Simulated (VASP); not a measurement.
# PtSe2 in VASP: further runs

The runs below take PtSe2 through single point, with LDA.

Program: VASP 6.6.1. These are calculated values, not measurements. Logs are shortened: lines on timing, memory, paths and dates and some standing lists are left out, and cuts for length are marked.

## Step 1: The cell of the first run

The cell holds a sheet with vacuum, 3 atoms: a = 3.673 Å, b = 3.673 Å, c = 18.000 Å, α = 90.00°, β = 90.00°, γ = 120.00°.

## Step 2: Single point, LDA

The input, INCAR:

```
ALGO = Normal ; EDIFF = 1E-7
ENCUT = 520 ; ISIF = 2
ISMEAR = 0 ; LASPH = True
LCHARG = False ; LREAL = False
LWAVE = False ; NBANDS = 18
NELM = 100 ; PREC = Accurate
SIGMA = 0.01
```

The input, KPOINTS:

```
k-points
0
Gamma
  12 12 1
```

The input, POSCAR:

```
PtSe2
1.0
    3.6730196506      0.0000000000      0.0000000000
   -1.8365098253      3.1809283260      0.0000000000
    0.0000000000      0.0000000000     18.0000000000
Pt Se
1 2
Direct
    0.0000000000      0.0000000000      0.5000000000
    0.3333333333      0.6666666667      0.5717200539
    0.6666666667      0.3333333333      0.4282799461
```

Potentials or basis: VASP PAW LDA potentials, release 64 (Pt, Se).

The run is started by

```
$ cat potpaw_LDA.64/Pt/POTCAR potpaw_LDA.64/Se/POTCAR > POTCAR
$ mpirun -np 1 vasp_std > vasp.out
```

OUTCAR:

```text
EDIFF = 1E-7
   ENCUT = 520
   ISIF = 2
   ISMEAR = 0
   LASPH = True
   LREAL = False
   NELM = 100
   PREC = Accurate

 ion  position               nearest neighbor table
   1  0.000  0.000  0.500-   2 2.48   3 2.48   2 2.48   3 2.48   3 2.48   2 2.48
   2  0.333  0.667  0.572-   1 2.48   1 2.48   1 2.48
   3  0.667  0.333  0.428-   1 2.48   1 2.48   1 2.48

  LATTYP: Found a hexagonal cell.
 ALAT       =     3.6730196506
 C/A-ratio  =     4.9005999728

  Lattice vectors:

 A1 = (   3.6730196506,   0.0000000000,   0.0000000000)
 A2 = (  -1.8365098253,   3.1809283260,   0.0000000000)
 A3 = (   0.0000000000,   0.0000000000,  18.0000000000)

Analysis of symmetry for initial positions (statically):
=====================================================================
 Subroutine PRICEL returns:
 Original cell was already a primitive cell.

 Routine SETGRP: Setting up the symmetry group for a
 hexagonal supercell.

 Subroutine GETGRP returns: Found 12 space group operations
 (whereof 12 operations were pure point group operations)
 out of a pool of 24 trial point group operations.

The static configuration has the point symmetry D_3d.

Analysis of symmetry for dynamics (positions and initial velocities):
=====================================================================
 Subroutine PRICEL returns:
 Original cell was already a primitive cell.

 Routine SETGRP: Setting up the symmetry group for a
 hexagonal supercell.

 Subroutine GETGRP returns: Found 12 space group operations
 (whereof 12 operations were pure point group operations)
 out of a pool of 24 trial point group operations.

The dynamic configuration has the point symmetry D_3d.

 Subroutine INISYM returns: Found 12 space group operations
 (whereof 12 operations are pure point group operations),
 and found     1 'primitive' translations

----------------------------------------------------------------------------------------

                                     Primitive cell

  volume of cell :     210.3050

  direct lattice vectors                    reciprocal lattice vectors
     3.673019651  0.000000000  0.000000000     0.272255554  0.157186817  0.000000000
    -1.836509825  3.180928326  0.000000000     0.000000000  0.314373635  0.000000000
     0.000000000  0.000000000 18.000000000     0.000000000  0.000000000  0.055555556

  length of vectors
     3.673019651  3.673019651 18.000000000     0.314373635  0.314373635  0.055555556

  position of ions in fractional coordinates (direct lattice)
     0.000000000  0.000000000  0.500000000
     0.333333333  0.666666667  0.571720054
     0.666666667  0.333333333  0.428279946

  ion indices of the primitive-cell ions
   primitive index   ion index
                 1           1
                 2           2
                 3           3

----------------------------------------------------------------------------------------

 KPOINTS: k-points

Automatic generation of k-mesh.
 Grid dimensions read from file:
 generate k-points for:   12   12    1

 Generating k-lattice:

  Cartesian coordinates                     Fractional coordinates (reciprocal lattice)
     0.022687963  0.013098901  0.000000000     0.083333333 -0.000000000  0.000000000
     0.000000000  0.026197803  0.000000000     0.000000000  0.083333333  0.000000000
     0.000000000  0.000000000  0.055555556     0.000000000  0.000000000  1.000000000

  Length of vectors
     0.026197803  0.026197803  0.055555556

  Shift w.r.t. Gamma in fractional coordinates (k-lattice)
     0.000000000  0.000000000  0.000000000

 Subroutine IBZKPT returns following result:
 ===========================================

 Found     19 irreducible k-points:

 Following reciprocal coordinates:
            Coordinates               Weight
  0.000000  0.000000  0.000000      1.000000
  0.083333 -0.000000  0.000000      6.000000
  0.166667 -0.000000  0.000000      6.000000
  0.250000  0.000000  0.000000      6.000000
  0.333333 -0.000000  0.000000      6.000000
  0.416667 -0.000000  0.000000      6.000000
[... 11 lines left out ...]
  0.333333  0.250000  0.000000     12.000000
  0.333333  0.333333  0.000000      2.000000
   k-points           NKPTS =     19   k-points in BZ     NKDIM =     19   number of bands    NBANDS=     18
   number of dos      NEDOS =    301   number of ions     NIONS =      3
   total plane-waves  NPLWV = 109760
   dimension x,y,z NGX =    28 NGY =   28 NGZ =  140
   dimension x,y,z NGXF=    56 NGYF=   56 NGZF=  280
   ions per type =               1   2
   NGX,Y,Z   is equivalent  to a cutoff of  12.67, 12.67, 12.93 a.u.
   NGXF,Y,Z  is equivalent  to a cutoff of  25.35, 25.35, 25.86 a.u.
 SYSTEM =  unknown system
   PREC   = accura    normal or accurate (medium, high low for compatibility)
   ISTART =      0    job   : 0-new  1-cont  2-samecut
   ICHARG =      2    charge: 1-file 2-atom 10-const
   ISPIN  =      1    spin polarized calculation?
   LNONCOLLINEAR =      F non collinear calculations
   LSORBIT =      F    spin-orbit coupling
   LASPH  =      T    aspherical Exc in radial PAW
   ENCUT  =  520.0 eV  38.22 Ry    6.18 a.u.   6.83  6.83 33.47*2*pi/ulx,y,z
   NELM   =    100;   NELMIN=  2; NELMDL= -5     # of ELM steps
   EDIFF  = 0.1E-06   stopping-criterion for ELM
   LREAL  =      F    real-space projection
   EDIFFG = 0.1E-05   stopping-criterion for IOM
   NSW    =      0    number of steps for IOM
   IBRION =     -1    ionic relax: 0-MD 1-quasi-New 2-CG
   NFREE  =      0    steps in history (QN), initial steepest desc. (CG)
   ISIF   =      2    stress and relaxation
   ISYM   =      2    0-nonsym 1-usesym 2-fastsym
   POTIM  = 0.5000    time-step for ionic-motion
   TEBEG  =    0.0;   TEEND  =   0.0 temperature during run
   PSTRESS=    0.0 pullay stress
   NELECT =      22.0000    total number of electrons
   NUPDOWN=      -1.0000    fix difference up-down
   EMIN   =  10.00;   EMAX   =-10.00  energy-range for DOS
   EFERMI =   0.00;   METHOD = LEGACY
   ISMEAR =     0;   SIGMA  =   0.01  broadening in eV -4-tet -1-fermi 0-gaus
   EFERMI_NEDOS =   21; number of points for ismear=-14 and -15
   IALGO  =     38    algorithm
   IMIX   =      4    mixing-type and parameters
     AMIX     =   0.40;   BMIX     =  1.00
     AMIX_MAG =   1.60;   BMIX_MAG =  1.00
  volume/ion in A,a.u.               =      70.10       473.07
  Fermi-wavevector in a.u.,A,eV,Ry     =   0.771376  1.457688  8.095741  0.595020
  Thomas-Fermi vector in A             =   1.872780
   LORBIT       =      0    0 simple, 1 ext, 2 COOP (PROOUT), +10 PAW based schemes
   GGA     = CA    functional components
   LHFCALC =     F    Hartree Fock is set to
   AEXX    =    0.0000 exact exchange contribution
   IVDW    =     0    specifies the selected vdW correction
   LEPSILON=     F    determine dielectric tensor
   LRPA    =     F    only Hartree local field effects (RPA)
 non-spin polarized calculation
 Gauss-broadening in eV      SIGMA  =   0.01
  energy-cutoff  :      520.00
  volume of cell :      210.31
 maximum number of plane-waves:      5691
 NGX is ok and might be reduce to    28
   NGX = 13   NGY = 13   NGZ = 67

 number of electron      22.0000002 magnetization

 Free energy of the ion-electron system (eV)
  ---------------------------------------------------
  ext. energy  EPLUGINS =         0.00000000
  ---------------------------------------------------
  free energy    TOTEN  =       -16.81028315 eV

  energy without entropy =      -16.81028315  energy(sigma->0) =      -16.81028315

 E-fermi :  -2.5286     XC(G=0):  -3.8410

 val. band max:       -2.6186891559   @ k =   0.0833  -0.0000   0.0000
 cond. band min:      -1.2436824288   @ k =   0.2500   0.0000   0.0000
 fundamental gap:      1.3750067271
 Fermi energy:        -2.5286178331

 k-point     1 :       0.0000    0.0000    0.0000
  band No.  band energies     occupation
      1     -16.9680      2.00000
      2     -14.9820      2.00000
      3      -8.0468      2.00000
      4      -8.0468      2.00000
      5      -7.9619      2.00000
      6      -5.6705      2.00000
[... 10 lines left out ...]
     17       3.4087      0.00000
     18       4.6088      0.00000

 k-point     2 :       0.0833   -0.0000    0.0000
  band No.  band energies     occupation
      1     -16.8875      2.00000
      2     -14.9899      2.00000
      3      -8.0590      2.00000
      4      -7.9984      2.00000
      5      -7.8834      2.00000
      6      -5.7810      2.00000
[... 10 lines left out ...]
     17       3.5607      0.00000
     18       4.6822      0.00000

 k-point     3 :       0.1667   -0.0000    0.0000
  band No.  band energies     occupation
      1     -16.6558      2.00000
      2     -15.0128      2.00000
      3      -8.0688      2.00000
      4      -7.8698      2.00000
      5      -7.6613      2.00000
      6      -6.1757      2.00000
[... 10 lines left out ...]
     17       3.9991      0.00000
     18       4.8124      0.00000

 k-point     4 :       0.2500    0.0000    0.0000
  band No.  band energies     occupation
      1     -16.3049      2.00000
      2     -15.0478      2.00000
      3      -8.0544      2.00000
      4      -7.7138      2.00000
      5      -7.4071      2.00000
      6      -6.7621      2.00000
[... 270 lines left out ...]
      4      -7.7675      2.00000
      5      -7.2734      2.00000
      6      -6.5077      2.00000
[... 10 lines left out ...]
     17       6.3068      0.00000
     18       6.3290      0.00000

 k-point    18 :       0.3333    0.2500    0.0000
  band No.  band energies     occupation
      1     -15.2317      2.00000
      2     -15.1512      2.00000
      3      -8.4206      2.00000
      4      -7.7921      2.00000
      5      -7.3848      2.00000
      6      -6.3324      2.00000
[... 10 lines left out ...]
     17       6.1510      0.00000
     18       6.5266      0.00000

 k-point    19 :       0.3333    0.3333    0.0000
  band No.  band energies     occupation
      1     -15.1579      2.00000
      2     -15.1579      2.00000
      3      -8.1536      2.00000
      4      -7.8154      2.00000
      5      -7.8154      2.00000
      6      -6.2349      2.00000
[... 10 lines left out ...]
     17       6.1411      0.00000
     18       6.4085      0.00000

------------------------ aborting loop because EDIFF is reached ----------------------------------------

  FORCE on cell =-STRESS in cart. coord.  units (eV):
  Direction    XX          YY          ZZ          XY          YZ          ZX
  --------------------------------------------------------------------------------------
  -------------------------------------------------------------------------------------
  Total        0.1590730      0.1590730      0.1177102      0.0000000      0.0000000      0.0000000
  in kB        1.2118738      1.2118738      0.8967575      0.0000000      0.0000000      0.0000000
  external PRESSURE =       1.1068350 kB  Pullay stress =       0.0000000 kB

 VOLUME and BASIS-vectors are now :
 -----------------------------------------------------------------------------
  energy-cutoff  :      520.00
  volume of cell :      210.31
      direct lattice vectors                 reciprocal lattice vectors
     3.673019651  0.000000000  0.000000000     0.272255554  0.157186817  0.000000000
    -1.836509825  3.180928326  0.000000000     0.000000000  0.314373635  0.000000000
     0.000000000  0.000000000 18.000000000     0.000000000  0.000000000  0.055555556

 POSITION                                       TOTAL-FORCE (eV/Angst)
 -----------------------------------------------------------------------------------
      0.00000      0.00000      9.00000         0.000000      0.000000      0.000000
     -0.00000      2.12062     10.29096        -0.000000     -0.000000      0.050636
      1.83651      1.06031      7.70904         0.000000      0.000000     -0.050636
 -----------------------------------------------------------------------------------
    total drift:                               -0.000000     -0.000000      0.000000

  FREE ENERGIE OF THE ION-ELECTRON SYSTEM (eV)
  ---------------------------------------------------
  free  energy   TOTEN  =       -16.8102831514 eV

  energy  without entropy=      -16.8102831514  energy(sigma->0) =      -16.81028315
```

Wall time 96 s (1 thread of Intel Xeon Platinum 8488C (Sapphire Rapids), shared host); peak memory 0.28 GiB.

Results:

| Property | Result |
| --- | --- |
| Free energy | -16.8103 eV |
| Largest force | 0.051 eV/Å |
| Band gap on the k mesh | 1.38 eV, indirect (least direct gap 1.63 eV) |

Forces on the atoms (eV/Å):
```
Pt   0.000  0.000  0.000
Se   0.000  0.000  0.051
Se   0.000  0.000 -0.051
```

Caveat: spin-orbit coupling is left out, which moves the levels of the heavy elements.

## Step 3: Single point, LDA

This run uses another cell than the first one, of 72.29 Å³/atom, 1.031 times its volume.

The input, INCAR:

```
  PREC = Accurate
  ENCUT = 520
  EDIFF = 1E-7
  ISMEAR = 0
  SIGMA = 0.01
  LREAL = False
  LASPH = True
  NELM = 60
  ALGO = Normal
  ISIF = 2
  LWAVE = False
  LCHARG = False
  NBANDS = 18
```

The input, KPOINTS:

```
Automatic mesh
0
Gamma
  12 12 1
```

The input, POSCAR:

```
PtSe2
1.0
    3.7300000000      0.0000000000      0.0000000000
   -1.8650000000      3.2302747561      0.0000000000
    0.0000000000      0.0000000000     18.0000000000
Pt Se
1 2
Direct
    0.0000000000      0.0000000000      0.5000000000
    0.3333333333      0.6666666667      0.5705555556
    0.6666666667      0.3333333333      0.4294444444
```

Potentials or basis: VASP PAW LDA potentials, release 64 (Pt, Se).

The run is started by

```
$ cat potpaw_LDA.64/Pt/POTCAR potpaw_LDA.64/Se/POTCAR > POTCAR
$ mpirun -np 1 vasp_std > vasp.out
```

OUTCAR:

```text
PREC = Accurate
   ENCUT = 520
   EDIFF = 1E-7
   ISMEAR = 0
   LREAL = False
   LASPH = True
   NELM = 60
   ISIF = 2

 ion  position               nearest neighbor table
   1  0.000  0.000  0.500-   2 2.50   3 2.50   2 2.50   3 2.50   3 2.50   2 2.50
   2  0.333  0.667  0.571-   1 2.50   1 2.50   1 2.50
   3  0.667  0.333  0.429-   1 2.50   1 2.50   1 2.50

  LATTYP: Found a hexagonal cell.
 ALAT       =     3.7300000000
 C/A-ratio  =     4.8257372654

  Lattice vectors:

[... 582 lines left out ...]

  FORCE on cell =-STRESS in cart. coord.  units (eV):
  Direction    XX          YY          ZZ          XY          YZ          ZX
  --------------------------------------------------------------------------------------
  -------------------------------------------------------------------------------------
  Total       -1.2639236     -1.2639236     -0.2723186     -0.0000000      0.0000000      0.0000000
  in kB       -9.3370701     -9.3370701     -2.0117178     -0.0000000      0.0000000      0.0000000
  external PRESSURE =      -6.8952860 kB  Pullay stress =       0.0000000 kB

 VOLUME and BASIS-vectors are now :
 -----------------------------------------------------------------------------
  energy-cutoff  :      520.00
  volume of cell :      216.88
      direct lattice vectors                 reciprocal lattice vectors
     3.730000000  0.000000000  0.000000000     0.268096515  0.154785595  0.000000000
    -1.865000000  3.230274756  0.000000000     0.000000000  0.309571190  0.000000000
     0.000000000  0.000000000 18.000000000     0.000000000  0.000000000  0.055555556

 POSITION                                       TOTAL-FORCE (eV/Angst)
 -----------------------------------------------------------------------------------
      0.00000      0.00000      9.00000         0.000000      0.000000      0.000000
     -0.00000      2.15352     10.27000         0.000000      0.000000     -0.101799
      1.86500      1.07676      7.73000        -0.000000     -0.000000      0.101799
 -----------------------------------------------------------------------------------
    total drift:                               -0.000000      0.000000     -0.000000

  FREE ENERGIE OF THE ION-ELECTRON SYSTEM (eV)
  ---------------------------------------------------
  free  energy   TOTEN  =       -16.7947366979 eV

  energy  without entropy=      -16.7947366979  energy(sigma->0) =      -16.79473670
```

Run time: 2.2 min. Hardware: 1 thread of Intel Xeon Platinum 8488C (Sapphire Rapids), shared host; peak memory 0.3 GiB.

What came out:

```yaml
Free_energy: -16.7947 eV
Largest_force: 0.102 eV/Å
Band_gap_on_the_k_mesh: 1.33 eV, indirect (least direct gap 1.48 eV)
```

Forces in eV/Å, atoms in the order of the input:
```
Pt   0.000  0.000  0.000
Se   0.000  0.000 -0.102
Se   0.000  0.000  0.102
```

Levels at points of the mesh, in eV from the valence-band top:
| k point | band 8 | band 9 | band 10 | band 11 | band 12 | band 13 | band 14 | band 15 |
| --- | --- | --- | --- | --- | --- | --- | --- | --- |
| (0.00, 0.00, 0.00) | -1.17 | -0.61 | -0.08 | -0.08 | 3.03 | 3.03 | 4.54 | 5.23 |
| (0.50, 0.00, 0.00) | -2.38 | -2.01 | -2.00 | -1.37 | 2.40 | 2.79 | 4.69 | 6.08 |

Caveat: spin-orbit coupling is left out, which moves the levels of the heavy elements.
